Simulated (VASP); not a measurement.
# Hf (P6/mmm) in VASP: a series of runs, part 2 of 2

VASP 6.6.1. Earlier steps stand in the parts before.

**4. Relaxation of cell and atoms, PBE**

File INCAR:

```
SYSTEM = Hf
  ALGO = Normal
  EDIFF = 1E-7
  EDIFFG = -0.05
  ENCUT = 500
  GGA = PE
  GGA_COMPAT = .FALSE.
  IBRION = 2
  ISIF = 3
  ISMEAR = 0
  LASPH = .TRUE.
  LCHARG = .FALSE.
  LREAL = .FALSE.
  LWAVE = .FALSE.
  NELM = 120
  NELMIN = 4
  NSW = 80
  PREC = Accurate
  SIGMA = 0.1
```

File KPOINTS:

```
k-points
0
G
  6 6 6
  0 0 0
```

File POSCAR:

```
Hf
1.0
    4.8742535849      0.0000000000      0.0000000000
   -2.4371267925      4.2212274290      0.0000000000
    0.0000000000      0.0000000000      3.0144378751
Hf
3
Direct
    0.0000000000      0.0000000000      0.0000000000
    0.3333333333      0.6666666667      0.5000000000
    0.6666666667      0.3333333333      0.5000000000
```

Potentials or basis: VASP PAW PBE potentials, release 64 (Hf_pv).

Run with:

```bash
> cat potpaw_PBE.64/Hf_pv/POTCAR > POTCAR
> mpirun -np 1 vasp_std > vasp.out
```

OUTCAR:

```text
SYSTEM = Hf
   EDIFF = 1E-7
   EDIFFG = -0.05
   ENCUT = 500
   GGA = PE
   IBRION = 2
   ISIF = 3
   ISMEAR = 0
   LASPH = .TRUE.
   LREAL = .FALSE.
   NELM = 120
   NELMIN = 4
   NSW = 80
   PREC = Accurate

 ion  position               nearest neighbor table
   1  0.000  0.000  0.000-   2 3.19   3 3.19   2 3.19   3 3.19   3 3.19   3 3.19   2 3.19   2 3.19
                             3 3.19   3 3.19   2 3.19   2 3.19
   2  0.333  0.667  0.500-   3 2.81   3 2.81   3 2.81   1 3.19   1 3.19   1 3.19   1 3.19   1 3.19
                             1 3.19
   3  0.667  0.333  0.500-   2 2.81   2 2.81   2 2.81   1 3.19   1 3.19   1 3.19   1 3.19   1 3.19
                             1 3.19

  LATTYP: Found a hexagonal cell.
 ALAT       =     4.8742535849
 C/A-ratio  =     0.6184409208

  Lattice vectors:

 A1 = (   4.8742535849,   0.0000000000,   0.0000000000)
 A2 = (  -2.4371267925,   4.2212274290,   0.0000000000)
 A3 = (   0.0000000000,   0.0000000000,   3.0144378751)

Analysis of symmetry for initial positions (statically):
=====================================================================
[... 182 lines left out ...]
  --------------------------------------------------------------------------------------
  -------------------------------------------------------------------------------------
  Total        3.1219922      3.1219922      4.1579160     -0.0000000     -0.0000000      0.0000000
  in kB       80.6471793     80.6471793    107.4071235     -0.0000000     -0.0000000      0.0000000
  external PRESSURE =      89.5671607 kB  Pullay stress =       0.0000000 kB
[... 61 lines left out ...]
--------------------------------------- Ionic step        3  -------------------------------------------

 number of electron      29.9999999 magnetization

 Free energy of the ion-electron system (eV)
  ---------------------------------------------------
  ext. energy  EPLUGINS =         0.00000000
  ---------------------------------------------------
  free energy    TOTEN  =       -29.65380218 eV

  energy without entropy =      -29.64060196  energy(sigma->0) =      -29.64720207

 E-fermi :   4.7198     XC(G=0): -11.3039

 val. band max:        4.7081038692   @ k =   0.1667   0.0000   0.0000
 cond. band min:       4.7509023508   @ k =   0.3333   0.3333   0.1667
 fundamental gap:      0.0427984816
 Fermi energy:         4.7197766433

 k-point     1 :       0.0000    0.0000    0.0000
  band No.  band energies     occupation
      1     -25.9740      2.00000
      2     -25.9740      2.00000
      3     -25.9209      2.00000
      4     -25.9209      2.00000
      5     -25.5790      2.00000
      6     -25.3441      2.00000
[... 505 lines left out ...]
      6     -25.7000      2.00000
[... 11 lines left out ...]
     18       6.1843      0.00000
     19       6.4436      0.00000

 [... further k-points ...]

------------------------ aborting loop because EDIFF is reached ----------------------------------------

  FORCE on cell =-STRESS in cart. coord.  units (eV):
  Direction    XX          YY          ZZ          XY          YZ          ZX
  --------------------------------------------------------------------------------------
  -------------------------------------------------------------------------------------
  Total       -0.0909352     -0.0909352     -0.0150320      0.0000000      0.0000000     -0.0000000
  in kB       -2.1805308     -2.1805308     -0.3604526      0.0000000      0.0000000     -0.0000000
  external PRESSURE =      -1.5738381 kB  Pullay stress =       0.0000000 kB
[... 18 lines left out ...]
  FREE ENERGIE OF THE ION-ELECTRON SYSTEM (eV)
  ---------------------------------------------------
  free  energy   TOTEN  =       -29.6538021842 eV

  energy  without entropy=      -29.6406019566  energy(sigma->0) =      -29.64720207

 reached required accuracy - stopping structural energy minimisation
```

CONTCAR:

```text
Hf
   1.00000000000000
     4.9845376048099794   -0.0000000000013063    0.0000000000000000
    -2.4922688024572524    4.3167361918734333   -0.0000000000000000
     0.0000000000000000   -0.0000000000000000    3.1052731864781484
  Hf
     3
Direct
     0.0000000000000000    0.0000000000000000    0.0000000000000000
     0.3333333332999970    0.6666666667000030    0.5000000000000000
     0.6666666667000030    0.3333333332999970    0.5000000000000000

  0.00000000E+00  0.00000000E+00  0.00000000E+00
  0.00000000E+00  0.00000000E+00  0.00000000E+00
  0.00000000E+00  0.00000000E+00  0.00000000E+00
```

It took 64 s on 1 thread of AMD EPYC 7R13 (Zen 3), shared host; peak memory 0.16 GiB.

Results:

| Property | Result |
| --- | --- |
| Free energy | -29.6538 eV |
| Relaxed volume | 22.27 Å³/atom |
| Relaxed cell | a = 4.985 Å, b = 4.985 Å, c = 3.105 Å, α = 90.00°, β = 90.00°, γ = 120.00° |
| Space group after relaxing (to 0.1 Å) | P6/mmm (No. 191) |
| Energy gained by relaxing | 42.3 meV/atom |
| Ionic steps | 3 |
| Pressure after relaxing | -0.2 GPa |
| Band gap on the k mesh | zero (bands 15 and 16 overlap by 0.91 eV) |

Stress tensor (GPa, compression positive):
```
-0.22  0.00  0.00
 0.00 -0.22  0.00
 0.00  0.00 -0.04
```

The path:
```tsv
step	energy change (eV)	largest force (eV/Å)	pressure (GPa)	volume (Å³)
1	0.0000	0.0000	8.96	62.02
2	0.0492	0.0000	-8.33	72.98
3	-0.1269	0.0000	-0.16	66.82
```

Final structure:
```yaml
crystal:
  lattice:
    - [4.98454, 0.00000, 0.00000]
    - [-2.49227, 4.31674, 0.00000]
    - [0.00000, 0.00000, 3.10527]
  atoms:
    - { symbol: Hf, position: [0.00000, 0.00000, 0.00000] }
    - { symbol: Hf, position: [0.33333, 0.66667, 0.50000] }
    - { symbol: Hf, position: [0.66667, 0.33333, 0.50000] }
```

Caveat: spin-orbit coupling is left out, which moves the levels of the heavy elements.

**5. Overview**

| task | cell | gap on the mesh (eV) | pressure (GPa) |
| --- | --- | --- | --- |
| single point | a = 4.874, b = 4.874, c = 3.014 Å, angles 90.0, 90.0, 120.0°, 3 atoms | none | 8.9 |
| single point | a = 4.989, b = 4.989, c = 3.108 Å, angles 90.0, 90.0, 120.0°, 3 atoms | none | -0.4 |
| relaxation of cell and atoms | relaxed from a = 4.874, b = 4.874, c = 3.014 Å, angles 90.0, 90.0, 120.0°, 3 atoms | none | -0.2 |

Alike in all rows: level PBE; potentials or basis VASP PAW PBE potentials, release 64 (Hf_pv); no spin polarisation; k mesh 6 × 6 × 6; cutoff (eV) 500; smearing gaussian 0.1 eV.

Caveats: spin-orbit coupling is left out, which moves the levels of the heavy elements; the cell stands under pressure (at least some runs).

Absolute energies hang on the potentials; compare differences alone.

The gap in the log of VASP goes by the Fermi energy; the results here count the filled bands.